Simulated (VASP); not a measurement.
Set up this calculation in VASP 6.6.1, as the native input.

```yaml
Task: single point
Functional: PBEsol
Potentials_or_basis: VASP PAW PBE potentials, release 64 (Sn_d)
Cutoff: 520 eV
k_mesh: 6 × 6 × 6
Occupations: gaussian, width 0.1 eV
Spin: no spin polarisation
Dipole_correction: no
Further_INCAR_settings: ALGO = Normal; EDIFF = 1e-06; NBANDS = 21
```

The structure of Sn lies in POSCAR:

```
Sn
1.0
    0.0000000000      3.2849869970      3.2849869970
    3.2849869970      0.0000000000      3.2849869970
    3.2849869970      3.2849869970      0.0000000000
Sn
2
Direct
    0.0000000000      0.0000000000      0.0000000000
    0.2500000000      0.2500000000      0.2500000000
```

The input as run:

INCAR

```
SYSTEM = Sn
  PREC = Accurate
  ENCUT = 520
  EDIFF = 1E-6
  ISMEAR = 0
  SIGMA = 0.1
  LREAL = .FALSE.
  LASPH = .TRUE.
  NELM = 100
  ALGO = Normal
  ISIF = 2
  LWAVE = .FALSE.
  LCHARG = .FALSE.
  GGA = PS
  NBANDS = 21
```

KPOINTS

```
Automatic mesh
0
G
  6 6 6
  0 0 0
```

Potentials or basis: VASP PAW PBE potentials, release 64 (Sn_d).

Launch:

```bash
$ cat potpaw_PBE.64/Sn_d/POTCAR > POTCAR
$ mpirun -np 1 vasp_std > vasp.out
```

It gave:

The pressure is -0.6 GPa and the band gap on the k mesh is zero (band 14 reaches 5.20 eV, above the bottom of band 15 at 4.98 eV).

Caveat: the PAW data sets were made with another functional, which shifts forces and pressure a little; spin-orbit coupling is left out, which moves the levels of the heavy elements.

Run time: 19 s on 1 thread of Intel(R) Xeon(R) 6975P-C (Granite Rapids), with other jobs on the host, peak memory 0.2 GiB.
